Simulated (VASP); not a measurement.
# BaS (Pm-3m) in VASP: further runs

The runs below take BaS through relaxation of cell and atoms, single point, with r2SCAN, PBE, HSE06.

All numbers are computed with VASP 6.6.1; they aren't measurements. Logs are shortened: lines on timing, memory, paths and dates and some standing lists are left out, and cuts for length are marked.

### 1 The cell of the first run

The structure is cubic, space group Pm-3m (No. 221). Conventional cell: a = 3.841 Å, b = 3.841 Å, c = 3.841 Å, α = 90.00°, β = 90.00°, γ = 90.00°. Ba (site symmetry m-3m) has 8 S at 3.33 Å and 6 Ba at 3.84 Å within 4.4 Å. Within 4.4 Å of S (site symmetry m-3m) lie 8 Ba at 3.33 Å and 6 S at 3.84 Å.

### 2 Relaxation of cell and atoms, r2SCAN

The input, POSCAR:

```
BaS
1.0
    3.8414027865      0.0000000000      0.0000000000
    0.0000000000      3.8414027865      0.0000000000
    0.0000000000      0.0000000000      3.8414027865
Ba S
1 1
Direct
    0.0000000000      0.0000000000      0.0000000000
    0.5000000000      0.5000000000      0.5000000000
```

The input, INCAR.step1:

```
SYSTEM = BaS
PREC     = Accurate       ! precision mode
ENCUT    = 600            ! plane-wave cutoff, eV
ISMEAR   = -1             ! smearing method
SIGMA    = 0.02           ! smearing width, eV
LREAL    = .FALSE.        ! projectors in reciprocal space
LASPH    = .TRUE.         ! aspherical terms in the spheres
NELM     = 100            ! most SCF steps
GGA      = PE             ! functional
ALGO     = Normal         ! electronic algorithm
EDIFF    = 1E-4           ! SCF threshold, eV
LWAVE    = .TRUE.         ! write WAVECAR
LCHARG   = .FALSE.        ! write CHGCAR
```

The input, INCAR.step2:

```
SYSTEM = BaS
PREC     = Accurate       ! precision mode
ENCUT    = 600            ! plane-wave cutoff, eV
EDIFF    = 1E-6           ! SCF threshold, eV
ISMEAR   = -1             ! smearing method
SIGMA    = 0.02           ! smearing width, eV
LREAL    = .FALSE.        ! projectors in reciprocal space
LASPH    = .TRUE.         ! aspherical terms in the spheres
NELM     = 100            ! most SCF steps
ALGO     = Normal         ! electronic algorithm
ISIF     = 3              ! what is computed and relaxed
LWAVE    = .FALSE.        ! write WAVECAR
LCHARG   = .FALSE.        ! write CHGCAR
METAGGA  = R2SCAN         ! meta-GGA
LMIXTAU  = .TRUE.       
IBRION   = 2              ! ionic algorithm
NSW      = 80             ! ionic steps
EDIFFG   = -0.005         ! ionic threshold
ISTART   = 1
```

The input, KPOINTS:

```
Automatic mesh
0
G
  6 6 6
  0 0 0
```

Potentials or basis: VASP PAW PBE potentials, release 64 (Ba_sv, S).

The run is started by

```console
cat potpaw_PBE.64/Ba_sv/POTCAR potpaw_PBE.64/S/POTCAR > POTCAR
cp INCAR.step1 INCAR
mpirun -np 1 vasp_std > vasp.out
cp INCAR.step2 INCAR
mpirun -np 1 vasp_std > vasp.out
```

OUTCAR:

```text
SYSTEM = BaS
   PREC = Accurate
   ENCUT = 600
   EDIFF = 1E-6
   ISMEAR = -1
   LREAL = .FALSE.
   LASPH = .TRUE.
   NELM = 100
   ISIF = 3
   METAGGA = R2SCAN
   IBRION = 2
   NSW = 80
   EDIFFG = -0.005
   ISTART = 1

 ion  position               nearest neighbor table
   1  0.000  0.000  0.000-   2 3.33   2 3.33   2 3.33   2 3.33   2 3.33   2 3.33   2 3.33   2 3.33

   2  0.500  0.500  0.500-   1 3.33   1 3.33   1 3.33   1 3.33   1 3.33   1 3.33   1 3.33   1 3.33

  LATTYP: Found a simple cubic cell.
 ALAT       =     3.8414027865

  Lattice vectors:

 A1 = (   3.8414027865,   0.0000000000,   0.0000000000)
 A2 = (   0.0000000000,   3.8414027865,   0.0000000000)
 A3 = (   0.0000000000,   0.0000000000,   3.8414027865)

Analysis of symmetry for initial positions (statically):
=====================================================================
 Subroutine PRICEL returns:
 Original cell was already a primitive cell.

 Routine SETGRP: Setting up the symmetry group for a
 simple cubic supercell.

 Subroutine GETGRP returns: Found 48 space group operations
 (whereof 48 operations were pure point group operations)
 out of a pool of 48 trial point group operations.

The static configuration has the point symmetry O_h .

Analysis of symmetry for dynamics (positions and initial velocities):
=====================================================================
 Subroutine PRICEL returns:
 Original cell was already a primitive cell.

 Routine SETGRP: Setting up the symmetry group for a
 simple cubic supercell.

 Subroutine GETGRP returns: Found 48 space group operations
 (whereof 48 operations were pure point group operations)
 out of a pool of 48 trial point group operations.

The dynamic configuration has the point symmetry O_h .

 Subroutine INISYM returns: Found 48 space group operations
 (whereof 48 operations are pure point group operations),
 and found     1 'primitive' translations

----------------------------------------------------------------------------------------

                                     Primitive cell

  volume of cell :      56.6852

  direct lattice vectors                    reciprocal lattice vectors
     3.841402787  0.000000000  0.000000000     0.260321569  0.000000000  0.000000000
     0.000000000  3.841402787  0.000000000     0.000000000  0.260321569  0.000000000
     0.000000000  0.000000000  3.841402787     0.000000000  0.000000000  0.260321569

  length of vectors
     3.841402787  3.841402787  3.841402787     0.260321569  0.260321569  0.260321569

  position of ions in fractional coordinates (direct lattice)
     0.000000000  0.000000000  0.000000000
     0.500000000  0.500000000  0.500000000

  ion indices of the primitive-cell ions
   primitive index   ion index
                 1           1
                 2           2

----------------------------------------------------------------------------------------

 KPOINTS: Automatic mesh

Automatic generation of k-mesh.
 Grid dimensions read from file:
 generate k-points for:    6    6    6

 Generating k-lattice:

  Cartesian coordinates                     Fractional coordinates (reciprocal lattice)
     0.043386928  0.000000000  0.000000000     0.166666667  0.000000000  0.000000000
     0.000000000  0.043386928  0.000000000     0.000000000  0.166666667  0.000000000
     0.000000000  0.000000000  0.043386928     0.000000000  0.000000000  0.166666667

  Length of vectors
     0.043386928  0.043386928  0.043386928

  Shift w.r.t. Gamma in fractional coordinates (k-lattice)
     0.000000000  0.000000000  0.000000000

 Subroutine IBZKPT returns following result:
 ===========================================

 Found     20 irreducible k-points:

 Following reciprocal coordinates:
            Coordinates               Weight
  0.000000  0.000000  0.000000      1.000000
  0.166667  0.000000  0.000000      6.000000
  0.333333  0.000000  0.000000      6.000000
  0.500000  0.000000  0.000000      3.000000
  0.166667  0.166667  0.000000     12.000000
  0.333333  0.166667  0.000000     24.000000
[... 12 lines left out ...]
  0.500000  0.500000  0.333333      6.000000
  0.500000  0.500000  0.500000      1.000000
   k-points           NKPTS =     20   k-points in BZ     NKDIM =     20   number of bands    NBANDS=     12
   number of dos      NEDOS =    301   number of ions     NIONS =      2
   total plane-waves  NPLWV =  32768
   dimension x,y,z NGX =    32 NGY =   32 NGZ =   32
   dimension x,y,z NGXF=    64 NGYF=   64 NGZF=   64
   ions per type =               1   1
   NGX,Y,Z   is equivalent  to a cutoff of  13.85, 13.85, 13.85 a.u.
   NGXF,Y,Z  is equivalent  to a cutoff of  27.70, 27.70, 27.70 a.u.
 SYSTEM =  BaS
   PREC   = accura    normal or accurate (medium, high low for compatibility)
   ISTART =      1    job   : 0-new  1-cont  2-samecut
   ICHARG =      0    charge: 1-file 2-atom 10-const
   ISPIN  =      1    spin polarized calculation?
   LNONCOLLINEAR =      F non collinear calculations
   LSORBIT =      F    spin-orbit coupling
   LASPH  =      T    aspherical Exc in radial PAW
   ENCUT  =  600.0 eV  44.10 Ry    6.64 a.u.   7.67  7.67  7.67*2*pi/ulx,y,z
   NELM   =    100;   NELMIN=  2; NELMDL=  0     # of ELM steps
   EDIFF  = 0.1E-05   stopping-criterion for ELM
   LREAL  =      F    real-space projection
   EDIFFG = -.5E-02   stopping-criterion for IOM
   NSW    =     80    number of steps for IOM
   IBRION =      2    ionic relax: 0-MD 1-quasi-New 2-CG
   NFREE  =      1    steps in history (QN), initial steepest desc. (CG)
   ISIF   =      3    stress and relaxation
   ISYM   =      2    0-nonsym 1-usesym 2-fastsym
   POTIM  = 0.5000    time-step for ionic-motion
   TEBEG  =    0.0;   TEEND  =   0.0 temperature during run
   PSTRESS=    0.0 pullay stress
   NELECT =      16.0000    total number of electrons
   NUPDOWN=      -1.0000    fix difference up-down
   EMIN   =  10.00;   EMAX   =-10.00  energy-range for DOS
   EFERMI =   0.00;   METHOD = LEGACY
   ISMEAR =    -1;   SIGMA  =   0.02  broadening in eV -4-tet -1-fermi 0-gaus
   EFERMI_NEDOS =   21; number of points for ismear=-14 and -15
   IALGO  =     38    algorithm
   IMIX   =      4    mixing-type and parameters
     AMIX     =   0.40;   BMIX     =  1.00
     AMIX_MAG =   1.60;   BMIX_MAG =  1.00
  volume/ion in A,a.u.               =      28.34       191.27
  Fermi-wavevector in a.u.,A,eV,Ry     =   1.073886  2.029351 15.690672  1.153232
  Thomas-Fermi vector in A             =   2.209699
   LORBIT       =      0    0 simple, 1 ext, 2 COOP (PROOUT), +10 PAW based schemes
   METAGGA = R2SCAN    functional components
   LHFCALC =     F    Hartree Fock is set to
   AEXX    =    0.0000 exact exchange contribution
   IVDW    =     0    specifies the selected vdW correction
   LEPSILON=     F    determine dielectric tensor
   LRPA    =     F    only Hartree local field effects (RPA)
 conjugate gradient relaxation of ions
 non-spin polarized calculation
  energy-cutoff  :      600.00
  volume of cell :       56.69
 maximum number of plane-waves:      1924
 NGX is ok and might be reduce to    32
   NGX = 15   NGY = 15   NGZ = 15

--------------------------------------- Ionic step        1  -------------------------------------------

 number of electron      15.9999998 magnetization

 Free energy of the ion-electron system (eV)
  ---------------------------------------------------
  ext. energy  EPLUGINS =         0.00000000
  ---------------------------------------------------
  free energy    TOTEN  =       -38.80436142 eV

  energy without entropy =      -38.80436142  energy(sigma->0) =      -38.80436142

------------------------ aborting loop because EDIFF is reached ----------------------------------------

  FORCE on cell =-STRESS in cart. coord.  units (eV):
  Direction    XX          YY          ZZ          XY          YZ          ZX
  --------------------------------------------------------------------------------------
  -------------------------------------------------------------------------------------
  Total        0.2340428      0.2340428      0.2340428      0.0000000      0.0000000     -0.0000000
  in kB        6.6151000      6.6151000      6.6151000      0.0000000      0.0000000     -0.0000000
  external PRESSURE =       6.6151000 kB  Pullay stress =       0.0000000 kB

 VOLUME and BASIS-vectors are now :
 -----------------------------------------------------------------------------
  energy-cutoff  :      600.00
  volume of cell :       56.69
      direct lattice vectors                 reciprocal lattice vectors
     3.841402787  0.000000000  0.000000000     0.260321569  0.000000000  0.000000000
     0.000000000  3.841402787  0.000000000     0.000000000  0.260321569  0.000000000
     0.000000000  0.000000000  3.841402787     0.000000000  0.000000000  0.260321569
[... 37 lines left out ...]
 POSITION                                       TOTAL-FORCE (eV/Angst)
 -----------------------------------------------------------------------------------
      0.00000      0.00000      0.00000         0.000000      0.000000      0.000000
      1.93154      1.93154      1.93154        -0.000000      0.000000      0.000000
 -----------------------------------------------------------------------------------
    total drift:                                0.000000      0.000000     -0.000000

  FREE ENERGIE OF THE ION-ELECTRON SYSTEM (eV)
  ---------------------------------------------------
  free  energy   TOTEN  =       -38.8057514931 eV

  energy  without entropy=      -38.8057514931  energy(sigma->0) =      -38.80575149

--------------------------------------- Ionic step        3  -------------------------------------------

 number of electron      15.9999999 magnetization

 Free energy of the ion-electron system (eV)
  ---------------------------------------------------
  ext. energy  EPLUGINS =         0.00000000
  ---------------------------------------------------
  free energy    TOTEN  =       -38.80588027 eV

  energy without entropy =      -38.80588027  energy(sigma->0) =      -38.80588027

 E-fermi :   3.1414     XC(G=0):  -9.7804

 val. band max:        2.7341293596   @ k =   0.5000   0.5000   0.0000
 cond. band min:       4.5696757984   @ k =   0.0000   0.0000   0.0000
 fundamental gap:      1.8355464388
 Fermi energy:         3.1413999825

 k-point     1 :       0.0000    0.0000    0.0000
  band No.  band energies     occupation
      1     -25.2781      2.00000
      2      -9.6700      2.00000
      3      -9.6700      2.00000
      4      -9.6700      2.00000
      5      -8.7484      2.00000
      6       2.6189      2.00000
      7       2.6189      2.00000
      8       2.6189      2.00000
      9       4.5697      0.00000
     10       4.5697      0.00000
     11       7.2629      0.00000
     12       9.7122      0.00000

 k-point     2 :       0.1667    0.0000    0.0000
  band No.  band energies     occupation
      1     -25.2567      2.00000
      2     -10.1854      2.00000
      3      -9.6415      2.00000
      4      -9.6415      2.00000
      5      -8.3043      2.00000
      6       1.6663      2.00000
      7       2.4707      2.00000
      8       2.4707      2.00000
      9       4.7670      0.00000
     10       5.5858      0.00000
     11       8.1748      0.00000
     12       9.7261      0.00000
[... 290 lines left out ...]
 POSITION                                       TOTAL-FORCE (eV/Angst)
 -----------------------------------------------------------------------------------
      0.00000      0.00000      0.00000        -0.000000      0.000000      0.000000
      1.92906      1.92906      1.92906         0.000000      0.000000      0.000000
 -----------------------------------------------------------------------------------
    total drift:                                0.000000      0.000000     -0.000000

  FREE ENERGIE OF THE ION-ELECTRON SYSTEM (eV)
  ---------------------------------------------------
  free  energy   TOTEN  =       -38.8058802694 eV

  energy  without entropy=      -38.8058802694  energy(sigma->0) =      -38.80588027

 reached required accuracy - stopping structural energy minimisation
```

Wall time 88 s (1 thread of Intel Xeon Platinum 8488C (Sapphire Rapids), shared host); peak memory 0.2 GiB.

Results:

* Free energy: -38.8059 eV
* Relaxed volume: 28.71 Å³/atom
* Relaxed cell: a = 3.858 Å, b = 3.858 Å, c = 3.858 Å, α = 90.00°, β = 90.00°, γ = 90.00°
* Space group after relaxing (to 0.1 Å): Pm-3m (No. 221)
* Energy gained by relaxing: 0.8 meV/atom
* Ionic steps: 3
* Pressure after relaxing: 0.0 GPa
* Band gap on the k mesh: 1.84 eV (least direct gap 1.95 eV)

Step by step:
| step | energy change (eV) | largest force (eV/Å) | pressure (GPa) | volume (Å³) |
| --- | --- | --- | --- | --- |
| 1 | 0.0000 | 0.0000 | 0.66 | 56.69 |
| 2 | -0.0014 | 0.0000 | -0.19 | 57.65 |
| 3 | -0.0015 | 0.0000 | 0.00 | 57.43 |

Final structure:
```
Ba S
1.0
     3.85813    0.00000    0.00000
     0.00000    3.85813    0.00000
     0.00000    0.00000    3.85813
Ba S
1 1
Direct
  0.00000 0.00000 0.00000
  0.50000 0.50000 0.50000
```

Caveat: the PAW data sets were made with another functional, which shifts forces and pressure a little; spin-orbit coupling is left out, which moves the levels of the heavy elements.

### 3 Single point, PBE, non-collinear spin, zero start, spin-orbit coupling

This run uses another cell than the first one, of 28.17 Å³/atom.

The input, INCAR:

```
PREC = Accurate
ENCUT = 520
EDIFF = 1E-7
ISMEAR = 0
SIGMA = 0.01
LREAL = F
LASPH = T
NELM = 150
ALGO = Normal
ISIF = 2
LWAVE = F
LCHARG = T
MAGMOM = 0 0 0 0 0 0
LORBIT = 11
LSORBIT = T
GGA_COMPAT = F
LORBMOM = T
GGA = PE
LVHAR = T
NBANDS = 28
```

The input, KPOINTS:

```
Automatic mesh
0
Gamma
  6 6 6
```

The input, POSCAR:

```
BaS
1.0
    3.8337582597      0.0000000000      0.0000000000
    0.0000000000      3.8337582597      0.0000000000
    0.0000000000      0.0000000000      3.8337582597
Ba S
1 1
Direct
    0.0000000000      0.0000000000      0.0000000000
    0.5000000000      0.5000000000      0.5000000000
```

Potentials or basis: VASP PAW PBE potentials, release 64 (Ba_sv, S).

The run is started by

```console
cat potpaw_PBE.64/Ba_sv/POTCAR potpaw_PBE.64/S/POTCAR > POTCAR
mpirun -np 1 vasp_ncl > vasp.out
```

Run time: 68 s. Hardware: 1 thread of Intel Xeon Platinum 8488C (Sapphire Rapids), shared host; peak memory 0.3 GiB.

It converged, with:

* Free energy: -9.9434 eV
* Pressure: 1.2 GPa
* Net moment: 0.00 μB per cell
* Valence electrons inside the program's atomic spheres: Ba 7.90; S 3.74

Moments on the atoms (μB; x, y, z):
```
Ba  0.00 0.00 0.00
S   0.00 0.00 0.00
```

### 4 Single point, HSE06

This run uses another cell than the first one, of 27.94 Å³/atom.

The input, POSCAR:

```
BaS
1.0
    3.8229521213      0.0000000000      0.0000000000
    0.0000000000      3.8229521213      0.0000000000
    0.0000000000      0.0000000000      3.8229521213
Ba S
1 1
Direct
    0.0000000000      0.0000000000      0.0000000000
    0.5000000000      0.5000000000      0.5000000000
```

The input, INCAR.step1:

```
SYSTEM = BaS
ALGO = Normal
EDIFF = 1E-5
ENCUT = 520
GGA = PE
ISIF = 2
ISMEAR = -1
LASPH = .TRUE.
LCHARG = .FALSE.
LREAL = .FALSE.
LWAVE = .TRUE.
NBANDS = 15
NELM = 100
PREC = Accurate
SIGMA = 0.02
```

The input, INCAR.step2:

```
SYSTEM = BaS
ALGO = Normal
EDIFF = 1E-6
ENCUT = 520
GGA = PE
HFSCREEN = 0.2079
ISIF = 2
ISMEAR = -1
ISTART = 1
LASPH = .TRUE.
LCHARG = .FALSE.
LHFCALC = .TRUE.
LREAL = .FALSE.
LWAVE = .FALSE.
NBANDS = 15
NELM = 100
PREC = Accurate
PRECFOCK = Normal
SIGMA = 0.02
```

The input, KPOINTS:

```
k-points
0
G
  4 4 4
  0 0 0
```

The run is started by

```console
cat potpaw_PBE.64/Ba_sv/POTCAR potpaw_PBE.64/S/POTCAR > POTCAR
cp INCAR.step1 INCAR
mpirun -np 1 vasp_std > vasp.out
cp INCAR.step2 INCAR
mpirun -np 1 vasp_std > vasp.out
```

Run time: 5.9 min. Hardware: 1 thread of Intel Xeon Platinum 8488C (Sapphire Rapids), shared host; peak memory 0.28 GiB.

The run converged. Its results:

```yaml
Free_energy: -11.0954 eV
Pressure: 0.9 GPa
Band_gap_on_the_k_mesh: 2.32 eV (least direct gap 2.45 eV)
```

Levels at points of the mesh, in eV from the valence-band top:
```tsv
k point	band 5	band 6	band 7	band 8	band 9	band 10	band 11	band 12
(0.00, 0.00, 0.00)	-12.24	-0.12	-0.12	-0.12	2.32	2.32	4.94	7.77
(0.50, 0.00, 0.00)	-10.71	-3.18	-0.78	-0.78	3.49	7.34	7.46	8.32
(0.50, 0.50, 0.00)	-11.77	-1.52	-1.52	0.00	3.15	4.34	5.36	5.36
(0.50, 0.50, 0.50)	-11.33	-3.05	-3.05	-3.05	8.70	8.70	8.70	8.93
```

Caveat: the PAW data sets were made with another functional, which shifts forces and pressure a little; spin-orbit coupling is left out, which moves the levels of the heavy elements. A k mesh can miss the band edges.

### 5 Summary

| task | level | spin | cell | k mesh | cutoff (eV) | smearing | grid for exact exchange (PRECFOCK) | share of exact exchange | screening parameter | gap on the mesh (eV) | pressure (GPa) |
| --- | --- | --- | --- | --- | --- | --- | --- | --- | --- | --- | --- |
| relaxation of cell and atoms | r2SCAN | off | relaxed from a = 3.841 Å, 2 atoms | 6 × 6 × 6 | 600 | fermi-dirac 0.02 eV | - | - | - | 1.84 | 0.0 |
| single point | PBE | non-collinear, zero start, SOC | a = 3.834 Å, 2 atoms | 6 × 6 × 6 | 520 | gaussian 0.01 eV | - | - | - | - | 1.2 |
| single point | HSE06 | off | a = 3.823 Å, 2 atoms | 4 × 4 × 4 | 520 | fermi-dirac 0.02 eV | Normal | 0.25 | 0.2079 1/Å | 2.32 | 0.9 |

Alike in all rows: potentials or basis VASP PAW PBE potentials, release 64 (Ba_sv, S).

Caveats: the PAW data sets were made with another functional, which shifts forces and pressure a little (at least some runs); spin-orbit coupling is left out, which moves the levels of the heavy elements (at least some runs).

Absolute energies hang on the potentials; compare differences alone.
